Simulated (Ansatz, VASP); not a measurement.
# Mg in VASP and in Ansatz

INCAR

```
SYSTEM = Mg
PREC     = Accurate       ! precision mode
ENCUT    = 520            ! plane-wave cutoff, eV
EDIFF    = 1E-6           ! SCF threshold, eV
ISMEAR   = -1             ! smearing method
SIGMA    = 0.05           ! smearing width, eV
LREAL    = .False.        ! projectors in reciprocal space
LASPH    = .True.         ! aspherical terms in the spheres
NELM     = 80             ! most SCF steps
ALGO     = Normal         ! electronic algorithm
ISIF     = 2              ! what is computed and relaxed
LWAVE    = .False.        ! write WAVECAR
LCHARG   = .False.        ! write CHGCAR
GGA      = RP             ! functional
IVDW     = 12             ! dispersion correction
NBANDS   = 9              ! bands
```

KPOINTS

```
Automatic mesh
0
Gamma
  10 10 5
  0 0 0
```

File POSCAR:

```
Mg
1.0
    3.2515324747      0.0000000000      0.0000000000
   -1.6257662373      2.8159097243      0.0000000000
    0.0000000000      0.0000000000      5.2788644417
Mg
2
Direct
    0.6666666667      0.3333333333      0.7500000000
    0.3333333333      0.6666666667      0.2500000000
```

The input input.yaml:

```yaml
crystal:
  lattice:
    - [3.2515324747, 0.0, 0.0]
    - [-1.6257662373, 2.8159097243, 0.0]
    - [0.0, 0.0, 5.2788644417]
  atoms:
    - { symbol: Mg, position: [0.6666666667, 0.3333333333, 0.75] }
    - { symbol: Mg, position: [0.3333333333, 0.6666666667, 0.25] }
hamiltonian:
  xc: rpbe
  pseudopotentials: { kind: paw }
  dispersion: d3bj
kpoints:
  mp_grid: { grid: [10, 10, 5] }
scf:
  occupations: { method: fermi_dirac, width: 0.05 }
output:
  forces: true
  stress: true
  eigenvalues: true
  write_density: true
  write_potential: true
  elf: true
  volumetric_format: npy
```

Alike in both runs: task single point; functional RPBE; dispersion D3(BJ); k mesh 10 × 10 × 5; occupations fermi-dirac, width 0.05 eV; no spin polarisation.

|  | VASP | Ansatz |
| --- | --- | --- |
| version | VASP 6.6.1 | Ansatz 0.2.0 |
| potentials or method | VASP PAW PBE potentials, release 64 (Mg) | Ansatz PAW |
| plane-wave cutoff (eV) | 520 | 420 |
| valence electrons in the cell | 4 | 20 |

Ansatz gave:

```
gap on the k mesh at the Fermi level (eV)                     : none
pressure (GPa)                                                : -13.3
traceless stress, the component that is largest in VASP (GPa) : 0.73
```

Q: What did VASP give for the same quantities?

A: gap on the k mesh at the Fermi level (eV): none; pressure (GPa): -13.4; traceless stress, the component that is largest in VASP (GPa): 0.74.

VASP's potentials were made for PBE, not for RPBE. A gap of «none» marks a metal or a gap that the smearing closes. VASP's potentials hold 4 valence electrons a cell and Ansatz's 20, so a difference there can come from the potentials and not from the codes.
